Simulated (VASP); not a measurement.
Yb: relaxation of cell and atoms with PBEsol

The system is Yb.

```
Yb
1.0
     5.49000    0.00000    0.00000
     0.00000    5.49000    0.00000
     0.00000    0.00000    5.49000
Yb
4
Direct
  0.00000 0.00000 0.00000
  0.00000 0.50000 0.50000
  0.50000 0.00000 0.50000
  0.50000 0.50000 0.00000
```

- Program: VASP 6.6.1
- Task: relaxation of cell and atoms
- Functional: PBEsol
- Potentials or basis: VASP PAW PBE potentials, release 64 (Yb)
- Cutoff: 600 eV
- k mesh: 5 × 5 × 5
- Occupations: methfessel-paxton, width 0.05 eV
- Spin: no spin polarisation
- Dipole correction: no
- Further INCAR settings: ALGO = Normal; EDIFF = 1e-07; IBRION = 2; EDIFFG = -0.02; NSW = 50; ISIF = 3

```yaml
Relaxed_volume: 32.31 Å³/atom
Relaxed_cell: a = 5.056 Å, b = 5.056 Å, c = 5.056 Å, α = 90.00°, β = 90.00°, γ = 90.00°
Space_group_after_relaxing_to_0.05_Å: Fm-3m (No. 225)
Energy_gained_by_relaxing: 123.1 meV/atom
Ionic_steps: 5
Pressure_after_relaxing: 0.0 GPa
Band_gap_on_the_k_mesh: zero (band 48 reaches 1.75 eV, above the bottom of band 49 at 1.69 eV)
```

Step by step:
```tsv
step	energy change (eV)	largest force (eV/Å)	pressure (GPa)	volume (Å³)
1	0.0000	0.0000	-3.57	165.47
2	-0.3868	0.0000	-2.16	144.38
3	-0.4922	0.0000	-0.19	129.92
4	-0.4924	0.0000	0.12	128.70
5	-0.4925	0.0000	-0.04	129.23
```

Final structure:
```
Yb
1.0
     5.05575    0.00000    0.00000
     0.00000    5.05575    0.00000
     0.00000    0.00000    5.05575
Yb
4
Cartesian
  0.0000 0.0000 0.0000
  5.0558 2.5279 2.5279
  2.5279 0.0000 2.5279
  2.5279 2.5279 5.0558
```

Levels at points of the mesh, in eV from the Fermi level:
| k point | band 46 | band 47 | band 48 | band 49 | band 50 | band 51 |
| --- | --- | --- | --- | --- | --- | --- |
| (0.00, 0.00, 0.00) | -0.26 | -0.26 | -0.26 | -0.08 | -0.08 | -0.08 |

It took 16 min on 1 thread of Intel(R) Xeon(R) 6975P-C (Granite Rapids), with other jobs on the host, peak memory 0.41 GiB.

Caveat: the volume moved by over 15 % at a fixed basis, so the end points are rough; the PAW data sets were made with another functional, which shifts forces and pressure a little; spin-orbit coupling is left out, which moves the levels of the heavy elements. Spin polarisation is off, so any magnetic state and its effect on volume and gap are missing.
